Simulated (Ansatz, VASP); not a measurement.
Pt: VASP beside Ansatz

```
Pt
1.0
    -1.56949    1.60088    1.56949
     1.56949   -1.60088    1.56949
     1.56949    1.60088   -1.56949
Pt
1
Direct
  0.00000 0.00000 0.00000
```

Change from the starting cell: strain +0.0200 x Voigt [0, 1, 0, 0, 0, 0], atoms carried along.

Alike in both runs: task single point; functional r2SCAN; k mesh 26 × 26 × 26; occupations gaussian, width 0.15 eV; no spin polarisation.

|  | VASP | Ansatz |
| --- | --- | --- |
| version | VASP 6.6.1 | Ansatz 0.2.0 |
| potentials or method | VASP PAW PBE potentials, release 64 (Pt), cutoff 520 eV | scalar-relativistic, plane waves, PAW |
| valence electrons in the cell | 10 | 18 |

Ansatz gave:

- gap on the k mesh at the Fermi level (eV): none
- pressure (GPa): -4.7
- traceless stress, the component that is largest in VASP (GPa): 1.03

**Question.** What did VASP give for the same quantities?

**Answer.** gap on the k mesh at the Fermi level (eV): none; pressure (GPa): -4.2; traceless stress, the component that is largest in VASP (GPa): 1.04.

VASP's potentials were made for PBE, not for r2SCAN. A gap of «none» marks a metal or a gap that the smearing closes. VASP's potentials hold 10 valence electrons a cell and Ansatz's 18, so a difference there can come from the potentials and not from the codes.

Spin-orbit coupling is off throughout.
